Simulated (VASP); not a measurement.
Ba:

```
CELL_PARAMETERS angstrom
-2.50650 2.50650 2.50650
2.50650 -2.50650 2.50650
2.50650 2.50650 -2.50650
ATOMIC_POSITIONS crystal
Ba 0.00000 0.00000 0.00000
```

```yaml
Program: VASP 6.6.1
Task: relaxation of volume and atoms at fixed shape
Functional: LDA
Potentials_or_basis: VASP PAW LDA potentials, release 64 (Ba_sv)
Cutoff: 600 eV
k_mesh: 6 × 6 × 6
Occupations: gaussian, width 0.05 eV
Spin: no spin polarisation
```

At the start: pressure -1.1 GPa; volume 62.99 Å³/atom.

Where does the relaxation end?

Over 3 steps the energy falls by 30.6 meV/atom and the volume is 55.30 Å³/atom (-12.2 %); space group Im-3m (No. 229, to 0.1 Å) before and after.

The path:
| step | energy change (eV) | largest force (eV/Å) | pressure (GPa) | volume (Å³) |
| --- | --- | --- | --- | --- |
| 1 | 0.0000 | 0.0000 | -1.11 | 62.99 |
| 2 | -0.0220 | 0.0000 | -0.68 | 59.08 |
| 3 | -0.0306 | 0.0000 | -0.02 | 55.30 |

Final structure:
```
CELL_PARAMETERS angstrom
-2.40000 2.40000 2.40000
2.40000 -2.40000 2.40000
2.40000 2.40000 -2.40000
ATOMIC_POSITIONS crystal
Ba 0.00000 0.00000 0.00000
```
